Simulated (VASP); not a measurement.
# Al2Ru (Fddd) in VASP: notebook

Al2Ru is run at these levels: PBEsol; tasks: single point.

Program: VASP 6.6.1. These are calculated values, not measurements. Logs are shortened: lines on timing, memory, paths and dates and some standing lists are left out, and cuts for length are marked.

## (1) The cell of the first run

It takes space group Fddd (No. 70, orthorhombic). Conventional cell: a = 4.772 Å, b = 8.095 Å, c = 8.507 Å, α = 90.00°, β = 90.00°, γ = 90.00°. Al (site symmetry 2) has 5 Ru at 2.52 to 2.76 Å and 9 Al at 2.55 to 3.17 Å within 3.3 Å. Ru (site symmetry 222) has 10 Al at 2.52 to 2.76 Å and 4 Ru at 3.17 Å within 3.3 Å.

## (2) Single point, PBEsol (strain +0.015 along x and y, -0.030 along z)

INCAR reads:

```
SYSTEM = Al2Ru
PREC = Accurate
ENCUT = 520
EDIFF = 1E-6
ISMEAR = 0
SIGMA = 0.03
LREAL = .False.
LASPH = .True.
NELM = 100
ALGO = Normal
ISIF = 2
LWAVE = .False.
LCHARG = .False.
GGA = PS
NBANDS = 29
```

KPOINTS reads:

```
regular mesh
0
Gamma
  10 10 10
  0 0 0
```

POSCAR reads:

```
Al2Ru
1.0
    0.0000000000      4.0474627612      4.2535269682
    2.3858276288      0.0000000000      4.2535269682
    2.3858276288      4.0474627612      0.0000000000
Al Ru
4 2
Direct
    0.0789481736      0.4210518264      0.0789481736
    0.4210518264      0.0789481736      0.4210518264
    0.1710518264      0.8289481736      0.1710518264
    0.8289481736      0.1710518264      0.8289481736
    0.7500000000      0.7500000000      0.7500000000
    0.5000000000      0.5000000000      0.5000000000
```

Potentials or basis: VASP PAW PBE potentials, release 64 (Al, Ru_pv).

The run is started by

```bash
cat potpaw_PBE.64/Al/POTCAR potpaw_PBE.64/Ru_pv/POTCAR > POTCAR
mpirun -np 1 vasp_std > vasp.out
```

OUTCAR:

```text
SYSTEM = Al2Ru
   PREC = Accurate
   ENCUT = 520
   EDIFF = 1E-6
   ISMEAR = 0
   LREAL = .False.
   LASPH = .True.
   NELM = 100
   ISIF = 2
   GGA = PS

 ion  position               nearest neighbor table
   1  0.079  0.421  0.079-   6 2.52   6 2.52   3 2.55   3 2.55   5 2.66   2 2.71   2 2.71   5 2.76
                             5 2.76   2 2.77   4 3.17   4 3.17   4 3.17   4 3.17
   2  0.421  0.079  0.421-   6 2.52   6 2.52   4 2.55   4 2.55   5 2.66   1 2.71   1 2.71   5 2.76
                             5 2.76   1 2.77   3 3.17   3 3.17   3 3.17   3 3.17
   3  0.171  0.829  0.171-   5 2.52   5 2.52   1 2.55   1 2.55   6 2.66   4 2.71   4 2.71   6 2.76
                             6 2.76   4 2.77   2 3.17   2 3.17   2 3.17   2 3.17
   4  0.829  0.171  0.829-   5 2.52   5 2.52   2 2.55   2 2.55   6 2.66   3 2.71   3 2.71   6 2.76
                             6 2.76   3 2.77   1 3.17   1 3.17   1 3.17   1 3.17
   5  0.750  0.750  0.750-   4 2.52   3 2.52   4 2.52   3 2.52   1 2.66   2 2.66   2 2.76   2 2.76
                             1 2.76   1 2.76   6 3.17   6 3.17   6 3.17   6 3.17
   6  0.500  0.500  0.500-   1 2.52   2 2.52   1 2.52   2 2.52   3 2.66   4 2.66   3 2.76   3 2.76
                             4 2.76   4 2.76   5 3.17   5 3.17   5 3.17   5 3.17

  LATTYP: Found a face centered orthorhombic cell.
 ALAT       =     4.7716552576
 B/A-ratio  =     1.6964606799
 C/A-ratio  =     1.7828307950

  Lattice vectors:

 A1 = (   0.0000000000,   4.0474627612,   4.2535269682)
 A2 = (   2.3858276288,   0.0000000000,   4.2535269682)
 A3 = (   2.3858276288,   4.0474627612,   0.0000000000)

Analysis of symmetry for initial positions (statically):
=====================================================================
 Subroutine PRICEL returns:
 Original cell was already a primitive cell.

 Routine SETGRP: Setting up the symmetry group for a
 face centered orthorhombic supercell.

 Subroutine GETGRP returns: Found  8 space group operations
 (whereof  4 operations were pure point group operations)
 out of a pool of  8 trial point group operations.

The static configuration has the point symmetry D_2 .
 The point group associated with its full space group is D_2h.

Analysis of symmetry for dynamics (positions and initial velocities):
=====================================================================
 Subroutine PRICEL returns:
 Original cell was already a primitive cell.

 Routine SETGRP: Setting up the symmetry group for a
 face centered orthorhombic supercell.

 Subroutine GETGRP returns: Found  8 space group operations
 (whereof  4 operations were pure point group operations)
 out of a pool of  8 trial point group operations.

The dynamic configuration has the point symmetry D_2 .
 The point group associated with its full space group is D_2h.

 Subroutine INISYM returns: Found  8 space group operations
 (whereof  4 operations are pure point group operations),
 and found     1 'primitive' translations

----------------------------------------------------------------------------------------

                                     Primitive cell

  volume of cell :      82.1488

  direct lattice vectors                    reciprocal lattice vectors
     0.000000000  4.047462761  4.253526968    -0.209570882  0.123534182  0.117549507
     2.385827629  0.000000000  4.253526968     0.209570882 -0.123534182  0.117549507
     2.385827629  4.047462761  0.000000000     0.209570882  0.123534182 -0.117549507

  length of vectors
     5.871494399  4.876952444  4.698311215     0.270182411  0.270182411  0.270182411

  position of ions in fractional coordinates (direct lattice)
     0.078948174  0.421051826  0.078948174
     0.421051826  0.078948174  0.421051826
     0.171051826  0.828948174  0.171051826
     0.828948174  0.171051826  0.828948174
     0.750000000  0.750000000  0.750000000
     0.500000000  0.500000000  0.500000000

  ion indices of the primitive-cell ions
   primitive index   ion index
                 1           1
                 2           2
                 3           3
                 4           4
                 5           5
                 6           6

----------------------------------------------------------------------------------------

 KPOINTS: regular mesh

Automatic generation of k-mesh.
 Grid dimensions read from file:
 generate k-points for:   10   10   10

 Generating k-lattice:

  Cartesian coordinates                     Fractional coordinates (reciprocal lattice)
    -0.020957088  0.012353418  0.011754951     0.100000000 -0.000000000 -0.000000000
     0.020957088 -0.012353418  0.011754951    -0.000000000  0.100000000  0.000000000
     0.020957088  0.012353418 -0.011754951     0.000000000  0.000000000  0.100000000

  Length of vectors
     0.027018241  0.027018241  0.027018241

  Shift w.r.t. Gamma in fractional coordinates (k-lattice)
     0.000000000  0.000000000  0.000000000

 Subroutine IBZKPT returns following result:
 ===========================================

 Found    171 irreducible k-points:

 Following reciprocal coordinates:
            Coordinates               Weight
  0.000000  0.000000  0.000000      1.000000
  0.100000  0.000000  0.000000      8.000000
  0.200000  0.000000  0.000000      8.000000
  0.300000  0.000000  0.000000      8.000000
  0.400000 -0.000000  0.000000      8.000000
  0.500000 -0.000000  0.000000      4.000000
[... 16 lines left out ...]
  0.300000  0.300000  0.000000      2.000000
  0.400000  0.300000 -0.000000      8.000000
 [... further k-points ...]
   k-points           NKPTS =    171   k-points in BZ     NKDIM =    171   number of bands    NBANDS=     29
   number of dos      NEDOS =    301   number of ions     NIONS =      6
   total plane-waves  NPLWV =  62208
   dimension x,y,z NGX =    48 NGY =   36 NGZ =   36
   dimension x,y,z NGXF=    96 NGYF=   72 NGZF=   72
   ions per type =               4   2
   NGX,Y,Z   is equivalent  to a cutoff of  13.59, 12.27, 12.74 a.u.
   NGXF,Y,Z  is equivalent  to a cutoff of  27.18, 24.54, 25.48 a.u.
 SYSTEM =  Al2Ru
   PREC   = accura    normal or accurate (medium, high low for compatibility)
   ISTART =      0    job   : 0-new  1-cont  2-samecut
   ICHARG =      2    charge: 1-file 2-atom 10-const
   ISPIN  =      1    spin polarized calculation?
   LNONCOLLINEAR =      F non collinear calculations
   LSORBIT =      F    spin-orbit coupling
   LASPH  =      T    aspherical Exc in radial PAW
   ENCUT  =  520.0 eV  38.22 Ry    6.18 a.u.  10.92  9.07  8.74*2*pi/ulx,y,z
   NELM   =    100;   NELMIN=  2; NELMDL= -5     # of ELM steps
   EDIFF  = 0.1E-05   stopping-criterion for ELM
   LREAL  =      F    real-space projection
   EDIFFG = 0.1E-04   stopping-criterion for IOM
   NSW    =      0    number of steps for IOM
   IBRION =     -1    ionic relax: 0-MD 1-quasi-New 2-CG
   NFREE  =      0    steps in history (QN), initial steepest desc. (CG)
   ISIF   =      2    stress and relaxation
   ISYM   =      2    0-nonsym 1-usesym 2-fastsym
   POTIM  = 0.5000    time-step for ionic-motion
   TEBEG  =    0.0;   TEEND  =   0.0 temperature during run
   PSTRESS=    0.0 pullay stress
   NELECT =      40.0000    total number of electrons
   NUPDOWN=      -1.0000    fix difference up-down
   EMIN   =  10.00;   EMAX   =-10.00  energy-range for DOS
   EFERMI =   0.00;   METHOD = LEGACY
   ISMEAR =     0;   SIGMA  =   0.03  broadening in eV -4-tet -1-fermi 0-gaus
   EFERMI_NEDOS =   21; number of points for ismear=-14 and -15
   IALGO  =     38    algorithm
   IMIX   =      4    mixing-type and parameters
     AMIX     =   0.40;   BMIX     =  1.00
     AMIX_MAG =   1.60;   BMIX_MAG =  1.00
  volume/ion in A,a.u.               =      13.69        92.39
  Fermi-wavevector in a.u.,A,eV,Ry     =   1.287937  2.433847 22.569079  1.658780
  Thomas-Fermi vector in A             =   2.419921
   LORBIT       =      0    0 simple, 1 ext, 2 COOP (PROOUT), +10 PAW based schemes
   GGA     = PS    functional components
   LHFCALC =     F    Hartree Fock is set to
   AEXX    =    0.0000 exact exchange contribution
   IVDW    =     0    specifies the selected vdW correction
   LEPSILON=     F    determine dielectric tensor
   LRPA    =     F    only Hartree local field effects (RPA)
 non-spin polarized calculation
 Gauss-broadening in eV      SIGMA  =   0.03
  energy-cutoff  :      520.00
  volume of cell :       82.15
 maximum number of plane-waves:      2232
 NGX is ok and might be reduce to    48
   NGX = 21   NGY = 19   NGZ = 17

 number of electron      40.0000001 magnetization

 Free energy of the ion-electron system (eV)
  ---------------------------------------------------
  ext. energy  EPLUGINS =         0.00000000
  ---------------------------------------------------
  free energy    TOTEN  =       -40.73110504 eV

  energy without entropy =      -40.73110504  energy(sigma->0) =      -40.73110504

 E-fermi :  10.6080     XC(G=0): -12.0206

 val. band max:       10.4409172269   @ k =   0.0000   0.0000   0.0000
 cond. band min:      10.7664550126   @ k =   0.0000   0.3000   0.3000
 fundamental gap:      0.3255377857
 Fermi energy:        10.6079994034

 k-point     1 :       0.0000    0.0000    0.0000
  band No.  band energies     occupation
      1     -32.0258      2.00000
      2     -31.9386      2.00000
      3     -31.9379      2.00000
      4     -31.9002      2.00000
      5     -31.8868      2.00000
      6     -31.8611      2.00000
[... 21 lines left out ...]
     28      14.7055      0.00000
     29      15.0768      0.00000

 k-point     2 :       0.1000    0.0000    0.0000
  band No.  band energies     occupation
      1     -32.0248      2.00000
      2     -31.9468      2.00000
      3     -31.9309      2.00000
      4     -31.8999      2.00000
      5     -31.8867      2.00000
      6     -31.8616      2.00000
[... 696 lines left out ...]
 k-point    24 :       0.4000    0.3000   -0.0000
  band No.  band energies     occupation
      1     -32.0038      2.00000
      2     -31.9661      2.00000
      3     -31.9305      2.00000
      4     -31.9149      2.00000
      5     -31.8756      2.00000
      6     -31.8632      2.00000
[... 21 lines left out ...]
     28      15.4095      0.00000
     29      16.8291      0.00000

 [... further k-points ...]

------------------------ aborting loop because EDIFF is reached ----------------------------------------

  FORCE on cell =-STRESS in cart. coord.  units (eV):
  Direction    XX          YY          ZZ          XY          YZ          ZX
  --------------------------------------------------------------------------------------
  -------------------------------------------------------------------------------------
  Total       -1.5447603     -1.5700450      5.0467793      0.0000000      0.0000000      0.0000000
  in kB      -30.1280187    -30.6211550     98.4291610      0.0000000      0.0000000      0.0000000
  external PRESSURE =      12.5599957 kB  Pullay stress =       0.0000000 kB

 VOLUME and BASIS-vectors are now :
 -----------------------------------------------------------------------------
  energy-cutoff  :      520.00
  volume of cell :       82.15
      direct lattice vectors                 reciprocal lattice vectors
     0.000000000  4.047462761  4.253526968    -0.209570882  0.123534182  0.117549507
     2.385827629  0.000000000  4.253526968     0.209570882 -0.123534182  0.117549507
     2.385827629  4.047462761  0.000000000     0.209570882  0.123534182 -0.117549507

 POSITION                                       TOTAL-FORCE (eV/Angst)
 -----------------------------------------------------------------------------------
      1.19291      0.63908      2.12676        -0.000000     -0.133845     -0.000000
      1.19291      3.40838      2.12676        -0.000000      0.133845     -0.000000
      2.38583      1.38465      4.25353         0.000000      0.133845     -0.000000
      2.38583      6.71027      4.25353         0.000000     -0.133845     -0.000000
      3.57874      6.07119      6.38029         0.000000     -0.000000     -0.000000
      2.38583      4.04746      4.25353        -0.000000     -0.000000      0.000000
 -----------------------------------------------------------------------------------
    total drift:                               -0.000000     -0.000000     -0.000000

  FREE ENERGIE OF THE ION-ELECTRON SYSTEM (eV)
  ---------------------------------------------------
  free  energy   TOTEN  =       -40.7311050358 eV

  energy  without entropy=      -40.7311050358  energy(sigma->0) =      -40.73110504
```

Run time: 6.8 min. Hardware: 1 thread of Oxide Virtual Turin-like, shared host; peak memory 0.43 GiB.

What came out:

```yaml
Free_energy: -40.7311 eV
Pressure: 1.3 GPa
Largest_force: 0.134 eV/Å
Band_gap_on_the_k_mesh: 0.33 eV (least direct gap 1.21 eV)
```

Forces on the atoms (eV/Å):
```
Al   0.000 -0.134  0.000
Al   0.000  0.134  0.000
Al   0.000  0.134  0.000
Al   0.000 -0.134  0.000
Ru   0.000  0.000  0.000
Ru   0.000  0.000  0.000
```

Stress tensor (GPa, compression positive):
```
-3.01  0.00  0.00
 0.00 -3.06  0.00
 0.00  0.00  9.84
```

Caveat: the cell differs from its parent crystal (strain +0.015 along x and y, -0.030 along z); the stress differs along the axes, from -3 to 10 GPa; the PAW data sets were made with another functional, which shifts forces and pressure a little.

[end of part 1 of 3]

The gap in the log of VASP goes by the Fermi energy; the results here count the filled bands.